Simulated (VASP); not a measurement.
Write the native input for VASP 6.6.1 that does the following.

* Task: single point
* Functional: PBEsol
* Potentials or basis: VASP PAW PBE potentials, release 64 (Co, Si)
* Cutoff: 520 eV
* k mesh: 10 × 10 × 8
* Occupations: gaussian, width 0.1 eV
* Spin: no spin polarisation
* Dipole correction: no
* Further INCAR settings: ALGO = Normal; EDIFF = 1e-06; NBANDS = 26

The structure of CoSi2 lies in POSCAR:

```
CoSi2
1.0
    2.7757853390      2.7757853390      0.0000000000
   -2.6484347165      2.6484347165      0.0000000000
    0.0000000000      0.0000000000      5.2044742690
Co Si
2 4
Direct
    0.0000000000      0.0000000000      0.0000000000
    0.5000000000      0.5000000000      0.5000000000
    0.0000000000      0.5000000000      0.7445861669
    0.5000000000      0.0000000000      0.7554138331
    0.5000000000      0.0000000000      0.2445861669
    0.0000000000      0.5000000000      0.2554138331
```

This cell differs from its parent crystal: uniaxial strain along a: +4.5 %, then relaxed in part.

These files were run (other wordings do the same):

INCAR

```
SYSTEM = CoSi2
PREC     = Accurate       ! precision mode
ENCUT    = 520            ! plane-wave cutoff, eV
EDIFF    = 1E-6           ! SCF threshold, eV
ISMEAR   = 0              ! smearing method
SIGMA    = 0.1            ! smearing width, eV
LREAL    = .FALSE.        ! projectors in reciprocal space
LASPH    = .TRUE.         ! aspherical terms in the spheres
NELM     = 100            ! most SCF steps
ALGO     = Normal         ! electronic algorithm
ISIF     = 2              ! what is computed and relaxed
LWAVE    = .FALSE.        ! write WAVECAR
LCHARG   = .FALSE.        ! write CHGCAR
GGA      = PS             ! functional
NBANDS   = 26             ! bands
```

KPOINTS

```
regular mesh
0
G
  10 10 8
  0 0 0
```

Potentials or basis: VASP PAW PBE potentials, release 64 (Co, Si).

The run is started by

```console
$ cat potpaw_PBE.64/Co/POTCAR potpaw_PBE.64/Si/POTCAR > POTCAR
$ mpirun -np 1 vasp_std > vasp.out
```

It gave:

- Pressure: -3.5 GPa
- Band gap on the k mesh: zero (band 17 reaches 11.54 eV, above the bottom of band 18 at 8.74 eV)

Caveat: the cell differs from its parent crystal (uniaxial strain along a: +4.5 %, then relaxed in part); the PAW data sets were made with another functional, which shifts forces and pressure a little.

Wall time 7.4 min on 1 thread of AMD EPYC 7R43 64-Core Processor (Zen 3) (shared host), peak memory 0.35 GiB.
